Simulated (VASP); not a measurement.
The system is BiTe3.

```
Bi Te
1.0
     4.48472    0.00000    0.00000
    -2.24236    3.88388    0.00000
     0.00000    0.00000    8.27751
Bi Te
1 3
Direct
  0.00000 0.00000 0.00000
  0.33333 0.66667 0.00000
  0.66667 0.33333 0.00000
  0.00000 0.00000 0.50000
```

* Program: VASP 6.6.1
* Task: relaxation of cell and atoms
* Functional: PBE
* Potentials or basis: VASP PAW PBE potentials, release 64 (Bi_d, Te)
* Cutoff: 600 eV
* k mesh: 6 × 6 × 2
* Occupations: gaussian, width 0.1 eV
* Spin: no spin polarisation

At the start: pressure 39.3 GPa; volume 36.04 Å³/atom.

**Question.** How do energy, volume and symmetry change on relaxing?

**Answer.** Over 12 steps the energy falls by 2617.8 meV/atom and the volume is 43.28 Å³/atom (+20.1 %); space group P6/mmm (No. 191, to 0.05 Å).

Step by step:
```
step  energy change (eV)  largest force (eV/Å)  pressure (GPa)  volume (Å³)
   1              0.0000                0.0000           39.32       144.18
   2             -5.4027                0.0000           -3.42       380.07
   3             -6.4009                0.0000           -3.79       341.56
   4             -7.3409                0.0000           -4.15       309.42
   5             -9.5091                0.0000           -1.08       219.81
   6             -9.5090                0.0000           -1.37       222.08
   7             -9.7507                0.0000           -1.46       211.26
   8            -10.2463                0.0000           -1.23       190.41
   9             -9.8717                0.0000            3.76       148.54
  10            -10.4624                0.0000           -0.32       176.02
  11            -10.4705                0.0000            0.10       172.11
  12            -10.4711                0.0000           -0.02       173.11
```

Final structure:
```cif
data_structure
_symmetry_space_group_name_H-M 'P 1'
_symmetry_Int_Tables_number 1
_cell_length_a 5.6257
_cell_length_b 5.6257
_cell_length_c 6.3159
_cell_angle_alpha 90.000
_cell_angle_beta 90.000
_cell_angle_gamma 120.000
_cell_volume 173.11
loop_
_atom_site_label
_atom_site_type_symbol
_atom_site_fract_x
_atom_site_fract_y
_atom_site_fract_z
_atom_site_occupancy
Bi1 Bi 0.00000 0.00000 0.00000 1
Te1 Te 0.33333 0.66667 0.00000 1
Te2 Te 0.66667 0.33333 0.00000 1
Te3 Te 0.00000 0.00000 0.50000 1
```

Caveat: the k points lie up to 0.50 Å⁻¹ apart in the final cell; the volume moved by over 15 % at a fixed basis, so the end points are rough; this functional lacks dispersion, which binds the layers, so the pressure and a relaxed spacing across them are unreliable.
